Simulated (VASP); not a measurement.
Wanted: the native input for a VASP 6.6.1 run.

- Task: single point
- Functional: LDA
- Potentials or basis: VASP PAW LDA potentials, release 64 (Ni)
- Cutoff: 520 eV
- k mesh: 14 × 14 × 10
- Occupations: gaussian, width 0.05 eV
- Spin: collinear spin, antiferromagnetic start
- Starting moments: [0.8, -0.8] μB
- Dipole correction: no
- Further INCAR settings: ALGO = Fast; EDIFF = 1e-06; NBANDS = 21

The structure of Ni lies in POSCAR:

```
Ni
1.0
    0.0000000000      1.7123229041     -1.7123229041
    0.0000000000      1.7123229041      1.7123229041
    3.4246458082      0.0000000000      0.0000000000
Ni
2
Direct
    0.0000000000      0.0000000000      0.0000000000
    0.5000000000      0.5000000000      0.5000000000
```

One way to write it, as run:

INCAR

```
SYSTEM = Ni
ALGO     = Fast           ! electronic algorithm
EDIFF    = 1E-6           ! SCF threshold, eV
ENCUT    = 520            ! plane-wave cutoff, eV
ISIF     = 2              ! what is computed and relaxed
ISMEAR   = 0              ! smearing method
ISPIN    = 2              ! spin polarisation
LASPH    = .TRUE.         ! aspherical terms in the spheres
LCHARG   = .TRUE.         ! write CHGCAR
LELF     = .TRUE.         ! ELF
LMAXMIX  = 4              ! l up to which the mixer works
LORBIT   = 11             ! projections on sites
LREAL    = .FALSE.        ! projectors in reciprocal space
LVHAR    = .TRUE.       
LWAVE    = .FALSE.        ! write WAVECAR
MAGMOM   = 0.8 -0.8       ! initial moments
NBANDS   = 21             ! bands
NELM     = 150            ! most SCF steps
PREC     = Accurate       ! precision mode
SIGMA    = 0.05           ! smearing width, eV
```

KPOINTS

```
k-points
0
G
  14 14 10
  0 0 0
```

Potentials or basis: VASP PAW LDA potentials, release 64 (Ni).

Run with:

```console
$ cat potpaw_LDA.64/Ni/POTCAR > POTCAR
$ mpirun -np 1 vasp_std > vasp.out
```

Results of the run:

* Pressure: -1.5 GPa
* Band gap on the k mesh: zero (filled and empty bands overlap)
* Net moment: 0.00 μB per cell
* Valence electrons inside the program's atomic spheres: Ni 9.47

It took 72 s on 1 thread of AMD EPYC 9R45 96-Core Processor (Zen 5) (shared host), peak memory 0.19 GiB.
